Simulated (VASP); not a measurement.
Li: single point with PBEsol

Li:

```
Li
1.0
     4.45444    0.00000    0.00000
     0.00000    4.45444    0.00000
     0.00000    0.00000    4.45444
Li
4
Direct
  0.87457 0.12543 0.62543
  0.37457 0.37457 0.37457
  0.12543 0.62543 0.87457
  0.62543 0.87457 0.12543
```

- Program: VASP 6.6.1
- Task: single point
- Functional: PBEsol
- Potentials or basis: VASP PAW PBE potentials, release 64 (Li_sv)
- Cutoff: 750 eV
- k mesh: 2 × 2 × 2
- Occupations: gaussian, width 0.1 eV
- Spin: no spin polarisation

| Property | Result |
| --- | --- |
| Pressure | 0.4 GPa |
| Largest force | 0.005 eV/Å |
| Band gap on the k mesh | zero (band 6 reaches 2.69 eV, above the bottom of band 7 at 0.32 eV) |

Forces on the atoms (eV/Å):
```
Li  -0.003  0.003  0.003
Li  -0.003 -0.003 -0.003
Li   0.003  0.003 -0.003
Li   0.003 -0.003  0.003
```

Levels at points of the mesh, in eV from the Fermi level:
| k point | band 3 | band 4 | band 5 | band 6 | band 7 | band 8 |
| --- | --- | --- | --- | --- | --- | --- |
| (0.00, 0.00, 0.00) | -46.29 | -46.29 | -3.33 | 2.37 | 2.37 | 2.37 |
| (0.50, 0.00, 0.00) | -46.29 | -46.29 | -1.89 | -1.89 | 2.60 | 2.60 |
| (0.50, 0.50, 0.00) | -46.29 | -46.29 | -0.83 | -0.83 | 0.00 | 0.00 |
| (0.50, 0.50, 0.50) | -46.30 | -46.30 | 0.35 | 0.35 | 0.35 | 0.35 |

Wall time 15 s on 1 thread of Intel Xeon 8259CL, with other jobs on the host, peak memory 0.22 GiB.

Caveat: the k points lie up to 0.71 Å⁻¹ apart; the PAW data sets were made with another functional, which shifts forces and pressure a little.
